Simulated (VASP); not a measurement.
# TiAgC4N4 (P-43m) in VASP: a series of runs

TiAgC4N4 is run at these levels: PBE; tasks: single point.

All numbers are computed with VASP 6.6.1; they aren't measurements. Logs are shortened: lines on timing, memory, paths and dates and some standing lists are left out, and cuts for length are marked.

## (1) The cell of the first run

Symmetry: P-43m, No. 215, cubic system. Conventional cell: a = 6.030 Å, b = 6.030 Å, c = 6.030 Å, α = 90.00°, β = 90.00°, γ = 90.00°. Ti (site symmetry -43m) has 4 N at 2.03 Å within 2.7 Å. Ag (site symmetry -43m) has 4 C at 2.02 Å within 2.7 Å. C (site symmetry 3m) has 1 N at 1.17 Å within 1.6 Å. N (site symmetry 3m) has 1 C at 1.17 Å within 1.6 Å.

## (2) Single point, PBE, collinear spin

INCAR reads:

```
SYSTEM = TiAgC4N4
ALGO = Normal
EDIFF = 1E-6
ENCUT = 520
GGA = PE
ISIF = 2
ISMEAR = 0
ISPIN = 2
LASPH = .True.
LCHARG = .True.
LELF = .True.
LMAXMIX = 4
LORBIT = 11
LREAL = .False.
LVHAR = .True.
LWAVE = .False.
MAGMOM = 1 0 0 0 0 0 0 0 0 0
NBANDS = 44
NELM = 150
PREC = Accurate
SIGMA = 0.1
```

KPOINTS reads:

```
k-points
0
Gamma
  4 4 4
  0 0 0
```

POSCAR reads:

```
TiAgC4N4
1.0
    6.0298462100      0.0000000000      0.0000000000
    0.0000000000      6.0298462100      0.0000000000
    0.0000000000      0.0000000000      6.0298462100
Ti Ag C N
1 1 4 4
Direct
    0.5000000000      0.5000000000      0.5000000000
    0.0000000000      0.0000000000      0.0000000000
    0.1936039800      0.1936039800      0.1936039800
    0.1936039800      0.8063960200      0.8063960200
    0.8063960200      0.1936039800      0.8063960200
    0.8063960200      0.8063960200      0.1936039800
    0.3056300300      0.3056300300      0.3056300300
    0.3056300300      0.6943699700      0.6943699700
    0.6943699700      0.3056300300      0.6943699700
    0.6943699700      0.6943699700      0.3056300300
```

Potentials or basis: VASP PAW PBE potentials, release 64 (Ti_sv, Ag, C, N).

Started as:

```sh
> cat potpaw_PBE.64/Ti_sv/POTCAR potpaw_PBE.64/Ag/POTCAR potpaw_PBE.64/C/POTCAR potpaw_PBE.64/N/POTCAR > POTCAR
> mpirun -np 1 vasp_std > vasp.out
```

OUTCAR:

```text
SYSTEM = TiAgC4N4
   EDIFF = 1E-6
   ENCUT = 520
   GGA = PE
   ISIF = 2
   ISMEAR = 0
   ISPIN = 2
   LASPH = .True.
   LORBIT = 11
   LREAL = .False.
   NELM = 150
   PREC = Accurate

 ion  position               nearest neighbor table
   1  0.500  0.500  0.500-   7 2.03   8 2.03   9 2.03  10 2.03
   2  0.000  0.000  0.000-   3 2.02   4 2.02   5 2.02   6 2.02
   3  0.194  0.194  0.194-   7 1.17   2 2.02
   4  0.194  0.806  0.806-   8 1.17   2 2.02
   5  0.806  0.194  0.806-   9 1.17   2 2.02
   6  0.806  0.806  0.194-  10 1.17   2 2.02
   7  0.306  0.306  0.306-   3 1.17   1 2.03
   8  0.306  0.694  0.694-   4 1.17   1 2.03
   9  0.694  0.306  0.694-   5 1.17   1 2.03
  10  0.694  0.694  0.306-   6 1.17   1 2.03

  LATTYP: Found a simple cubic cell.
 ALAT       =     6.0298462100

  Lattice vectors:

 A1 = (   6.0298462100,   0.0000000000,   0.0000000000)
 A2 = (   0.0000000000,   6.0298462100,   0.0000000000)
 A3 = (   0.0000000000,   0.0000000000,   6.0298462100)

Analysis of symmetry for initial positions (statically):
=====================================================================
 Subroutine PRICEL returns:
 Original cell was already a primitive cell.

 Routine SETGRP: Setting up the symmetry group for a
 simple cubic supercell.

 Subroutine GETGRP returns: Found 24 space group operations
 (whereof 24 operations were pure point group operations)
 out of a pool of 48 trial point group operations.

The static configuration has the point symmetry T_d .

Analysis of symmetry for dynamics (positions and initial velocities):
=====================================================================
 Subroutine PRICEL returns:
 Original cell was already a primitive cell.

 Routine SETGRP: Setting up the symmetry group for a
 simple cubic supercell.

 Subroutine GETGRP returns: Found 24 space group operations
 (whereof 24 operations were pure point group operations)
 out of a pool of 48 trial point group operations.

The dynamic configuration has the point symmetry T_d .

Analysis of structural, dynamic, and magnetic symmetry:
=====================================================================
 Subroutine PRICEL returns:
 Original cell was already a primitive cell.

 Routine SETGRP: Setting up the symmetry group for a
 simple cubic supercell.

 Subroutine GETGRP returns: Found 24 space group operations
 (whereof 24 operations were pure point group operations)
 out of a pool of 48 trial point group operations.

The overall configuration has the point symmetry T_d .

 Subroutine INISYM returns: Found 24 space group operations
 (whereof 24 operations are pure point group operations),
 and found     1 'primitive' translations

----------------------------------------------------------------------------------------

                                     Primitive cell

  volume of cell :     219.2395

  direct lattice vectors                    reciprocal lattice vectors
     6.029846210  0.000000000  0.000000000     0.165841709  0.000000000  0.000000000
     0.000000000  6.029846210  0.000000000     0.000000000  0.165841709  0.000000000
     0.000000000  0.000000000  6.029846210     0.000000000  0.000000000  0.165841709

  length of vectors
     6.029846210  6.029846210  6.029846210     0.165841709  0.165841709  0.165841709

  position of ions in fractional coordinates (direct lattice)
     0.500000000  0.500000000  0.500000000
     0.000000000  0.000000000  0.000000000
     0.193603980  0.193603980  0.193603980
     0.193603980  0.806396020  0.806396020
     0.806396020  0.193603980  0.806396020
     0.806396020  0.806396020  0.193603980
     0.305630030  0.305630030  0.305630030
     0.305630030  0.694369970  0.694369970
     0.694369970  0.305630030  0.694369970
     0.694369970  0.694369970  0.305630030

  ion indices of the primitive-cell ions
   primitive index   ion index
                 1           1
                 2           2
                 3           3
                 4           4
                 5           5
                 6           6
                 7           7
                 8           8
                 9           9
                10          10

----------------------------------------------------------------------------------------

 KPOINTS: k-points

Automatic generation of k-mesh.
 Grid dimensions read from file:
 generate k-points for:    4    4    4

 Generating k-lattice:

  Cartesian coordinates                     Fractional coordinates (reciprocal lattice)
     0.041460427  0.000000000  0.000000000     0.250000000  0.000000000  0.000000000
     0.000000000  0.041460427  0.000000000     0.000000000  0.250000000  0.000000000
     0.000000000  0.000000000  0.041460427     0.000000000  0.000000000  0.250000000

  Length of vectors
     0.041460427  0.041460427  0.041460427

  Shift w.r.t. Gamma in fractional coordinates (k-lattice)
     0.000000000  0.000000000  0.000000000

 Subroutine IBZKPT returns following result:
 ===========================================

 Found     10 irreducible k-points:

 Following reciprocal coordinates:
            Coordinates               Weight
  0.000000  0.000000  0.000000      1.000000
  0.250000  0.000000  0.000000      6.000000
  0.500000  0.000000  0.000000      3.000000
  0.250000  0.250000  0.000000     12.000000
  0.500000  0.250000  0.000000     12.000000
  0.500000  0.500000  0.000000      3.000000
  0.250000  0.250000  0.250000      8.000000
  0.500000  0.250000  0.250000     12.000000
  0.500000  0.500000  0.250000      6.000000
  0.500000  0.500000  0.500000      1.000000
   k-points           NKPTS =     10   k-points in BZ     NKDIM =     10   number of bands    NBANDS=     44
   number of dos      NEDOS =    301   number of ions     NIONS =     10
   total plane-waves  NPLWV = 110592
   dimension x,y,z NGX =    48 NGY =   48 NGZ =   48
   dimension x,y,z NGXF=    96 NGYF=   96 NGZF=   96
   ions per type =               1   1   4   4
   NGX,Y,Z   is equivalent  to a cutoff of  13.23, 13.23, 13.23 a.u.
   NGXF,Y,Z  is equivalent  to a cutoff of  26.47, 26.47, 26.47 a.u.
 SYSTEM =  TiAgC4N4
   PREC   = accura    normal or accurate (medium, high low for compatibility)
   ISTART =      0    job   : 0-new  1-cont  2-samecut
   ICHARG =      2    charge: 1-file 2-atom 10-const
   ISPIN  =      2    spin polarized calculation?
   LNONCOLLINEAR =      F non collinear calculations
   LSORBIT =      F    spin-orbit coupling
   LASPH  =      T    aspherical Exc in radial PAW
   ENCUT  =  520.0 eV  38.22 Ry    6.18 a.u.  11.21 11.21 11.21*2*pi/ulx,y,z
   NELM   =    150;   NELMIN=  2; NELMDL= -5     # of ELM steps
   EDIFF  = 0.1E-05   stopping-criterion for ELM
   LREAL  =      F    real-space projection
   EDIFFG = 0.1E-04   stopping-criterion for IOM
   NSW    =      0    number of steps for IOM
   IBRION =     -1    ionic relax: 0-MD 1-quasi-New 2-CG
   NFREE  =      0    steps in history (QN), initial steepest desc. (CG)
   ISIF   =      2    stress and relaxation
   ISYM   =      2    0-nonsym 1-usesym 2-fastsym
   POTIM  = 0.5000    time-step for ionic-motion
   TEBEG  =    0.0;   TEEND  =   0.0 temperature during run
   PSTRESS=    0.0 pullay stress
   NELECT =      59.0000    total number of electrons
   NUPDOWN=      -1.0000    fix difference up-down
   EMIN   =  10.00;   EMAX   =-10.00  energy-range for DOS
   EFERMI =   0.00;   METHOD = LEGACY
   ISMEAR =     0;   SIGMA  =   0.10  broadening in eV -4-tet -1-fermi 0-gaus
   EFERMI_NEDOS =   21; number of points for ismear=-14 and -15
   IALGO  =     38    algorithm
   IMIX   =      4    mixing-type and parameters
     AMIX     =   0.40;   BMIX     =  1.00
     AMIX_MAG =   1.60;   BMIX_MAG =  1.00
  volume/ion in A,a.u.               =      21.92       147.95
  Fermi-wavevector in a.u.,A,eV,Ry     =   1.056946  1.997337 15.199528  1.117134
  Thomas-Fermi vector in A             =   2.192200
   LORBIT       =     11    0 simple, 1 ext, 2 COOP (PROOUT), +10 PAW based schemes
   GGA     = PE    functional components
   LHFCALC =     F    Hartree Fock is set to
   AEXX    =    0.0000 exact exchange contribution
   IVDW    =     0    specifies the selected vdW correction
   LEPSILON=     F    determine dielectric tensor
   LRPA    =     F    only Hartree local field effects (RPA)
 spin polarized calculation
 Gauss-broadening in eV      SIGMA  =   0.10
  energy-cutoff  :      520.00
  volume of cell :      219.24
 maximum number of plane-waves:      5940
 NGX is ok and might be reduce to    48
   NGX = 23   NGY = 23   NGZ = 23

 number of electron      58.9999988 magnetization       0.9999891

 Free energy of the ion-electron system (eV)
  ---------------------------------------------------
  ext. energy  EPLUGINS =         0.00000000
  ---------------------------------------------------
  free energy    TOTEN  =       -77.62561446 eV

  energy without entropy =      -77.57236954  energy(sigma->0) =      -77.59899200

 E-fermi :  -0.1055     XC(G=0):  -7.0584

 val. band max:       -0.1055484641   @ k =   0.2500   0.2500   0.0000
 cond. band min:      -0.1031072083   @ k =   0.2500   0.2500   0.2500
 fundamental gap:      0.0024412558
 Fermi energy:        -0.1054984571

 spin component 1

 k-point     1 :       0.0000    0.0000    0.0000
  band No.  band energies     occupation
      1     -58.5935      1.00000
      2     -34.8419      1.00000
      3     -34.8419      1.00000
      4     -34.8419      1.00000
      5     -18.4411      1.00000
      6     -18.3422      1.00000
[... 429 lines left out ...]
     40       4.4777      0.00000
     41       4.6650      0.00000
 Fermi energy:        -0.1054984571

 spin component 2

 k-point     1 :       0.0000    0.0000    0.0000
  band No.  band energies     occupation
      1     -57.7681      1.00000
      2     -34.0221      1.00000
      3     -34.0221      1.00000
      4     -34.0221      1.00000
      5     -18.4398      1.00000
      6     -18.3415      1.00000
[... 429 lines left out ...]
     40       4.5188      0.00000
     41       4.9115      0.00000
 [bands above 41 left out]

------------------------ aborting loop because EDIFF is reached ----------------------------------------

  FORCE on cell =-STRESS in cart. coord.  units (eV):
  Direction    XX          YY          ZZ          XY          YZ          ZX
  --------------------------------------------------------------------------------------
  -------------------------------------------------------------------------------------
  Total        3.9091944      3.9091944      3.9091944      0.0000000     -0.0000000      0.0000000
  in kB       28.5679543     28.5679543     28.5679543      0.0000000     -0.0000000      0.0000000
  external PRESSURE =      28.5679543 kB  Pullay stress =       0.0000000 kB

 VOLUME and BASIS-vectors are now :
 -----------------------------------------------------------------------------
  energy-cutoff  :      520.00
  volume of cell :      219.24
      direct lattice vectors                 reciprocal lattice vectors
     6.029846210  0.000000000  0.000000000     0.165841709  0.000000000  0.000000000
     0.000000000  6.029846210  0.000000000     0.000000000  0.165841709  0.000000000
     0.000000000  0.000000000  6.029846210     0.000000000  0.000000000  0.165841709

 POSITION                                       TOTAL-FORCE (eV/Angst)
 -----------------------------------------------------------------------------------
      3.01492      3.01492      3.01492         0.000000     -0.000000     -0.000000
      0.00000      0.00000      0.00000         0.000000      0.000000     -0.000000
      1.16740      1.16740      1.16740        -0.123302     -0.123302     -0.123302
      1.16740      4.86244      4.86244        -0.123302      0.123302      0.123302
      4.86244      1.16740      4.86244         0.123302     -0.123302      0.123302
      4.86244      4.86244      1.16740         0.123302      0.123302     -0.123302
      1.84290      1.84290      1.84290         1.226888      1.226888      1.226888
      1.84290      4.18694      4.18694         1.226888     -1.226888     -1.226888
      4.18694      1.84290      4.18694        -1.226888      1.226888     -1.226888
      4.18694      4.18694      1.84290        -1.226888     -1.226888      1.226888
 -----------------------------------------------------------------------------------
    total drift:                                0.000000      0.000000     -0.000000

  FREE ENERGIE OF THE ION-ELECTRON SYSTEM (eV)
  ---------------------------------------------------
  free  energy   TOTEN  =       -77.6256144611 eV

  energy  without entropy=      -77.5723695377  energy(sigma->0) =      -77.59899200

 total charge

# of ion       s       p       d       tot
------------------------------------------
    1        2.184   6.148   1.801  10.133
    2        0.484   0.747   9.021  10.252
    3        0.975   1.575   0.000   2.550
    4        0.975   1.575   0.000   2.550
    5        0.975   1.575   0.000   2.550
    6        0.975   1.575   0.000   2.550
    7        1.301   2.640   0.000   3.942
    8        1.301   2.640   0.000   3.942
    9        1.301   2.640   0.000   3.942
   10        1.301   2.640   0.000   3.942
--------------------------------------------------
tot         11.772  23.755  10.823  46.350

 magnetization (x)

# of ion       s       p       d       tot
------------------------------------------
    1        0.006   0.005   0.805   0.816
    2       -0.001  -0.005   0.002  -0.004
    3        0.001   0.022   0.000   0.024
    4        0.001   0.022   0.000   0.024
    5        0.001   0.022   0.000   0.024
    6        0.001   0.022   0.000   0.024
    7       -0.003  -0.019   0.000  -0.022
    8       -0.003  -0.019   0.000  -0.022
    9       -0.003  -0.019   0.000  -0.022
   10       -0.003  -0.019   0.000  -0.022
--------------------------------------------------
tot         -0.000   0.012   0.807   0.818
```

Run time: 99 s. Hardware: 1 thread of Intel Xeon 6975P-C (Granite Rapids), shared host; peak memory 0.5 GiB.

Results:

- Free energy: -77.6256 eV
- Pressure: 2.9 GPa
- Largest force: 2.125 eV/Å
- Band gap on the k mesh: zero (filled and empty bands overlap)
- Net moment: 1.00 μB per cell
- Site moments: Ti +0.82; Ag -0.00; C +0.02; N -0.02 μB
- Valence electrons inside the program's atomic spheres: Ti 10.13; Ag 10.25; C 2.55; N 3.94

Forces on the atoms (eV/Å):
```
Ti   0.000  0.000  0.000
Ag   0.000  0.000  0.000
C   -0.123 -0.123 -0.123
C   -0.123  0.123  0.123
C    0.123 -0.123  0.123
C    0.123  0.123 -0.123
N    1.227  1.227  1.227
N    1.227 -1.227 -1.227
N   -1.227  1.227 -1.227
N   -1.227 -1.227  1.227
```

Caveat: forces of over 1 eV/Å act on the atoms, so gaps and moduli don't describe the material at rest.

(Continued in part 2 of 2.)
